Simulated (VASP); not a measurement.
Input of a VASP 6.6.1 run:

Contents of INCAR:

```
SYSTEM = BN
ALGO = Normal
EDIFF = 1E-7
ENCUT = 520
GGA = PE
ISIF = 2
ISMEAR = -1
LASPH = .TRUE.
LCHARG = .TRUE.
LELF = .TRUE.
LREAL = .FALSE.
LVHAR = .TRUE.
LWAVE = .FALSE.
NBANDS = 11
NELM = 100
PREC = Accurate
SIGMA = 0.02
```

The input KPOINTS:

```
k-points
0
G
  12 12 12
  0 0 0
```

File POSCAR:

```
BN
1.0
    0.0000000000      1.7458259346      1.7458259346
    1.7222572845      0.0000000000      1.7458259346
    1.7222572845      1.7458259346      0.0000000000
B N
1 1
Direct
    0.0000000000      0.0000000000      0.0000000000
    0.5000000000      0.5000000000      0.5000000000
```

Potentials or basis: VASP PAW PBE potentials, release 64 (B, N).

Command:

```console
$ cat potpaw_PBE.64/B/POTCAR potpaw_PBE.64/N/POTCAR > POTCAR
$ mpirun -np 1 vasp_std > vasp.out
```

**Question.** Predict the pressure.

**Answer.** 9.5 GPa.

**Question.** Estimate the band gap on the k mesh.

**Answer.** 1.08 eV, indirect (least direct gap 5.75 eV).

Stress tensor (GPa, compression positive):
```
11.94  0.00  0.00
 0.00  8.31  0.00
 0.00  0.00  8.31
```

Caveat: the cell differs from its parent crystal (uniaxial x strain -1.4%). A k mesh can miss the band edges.
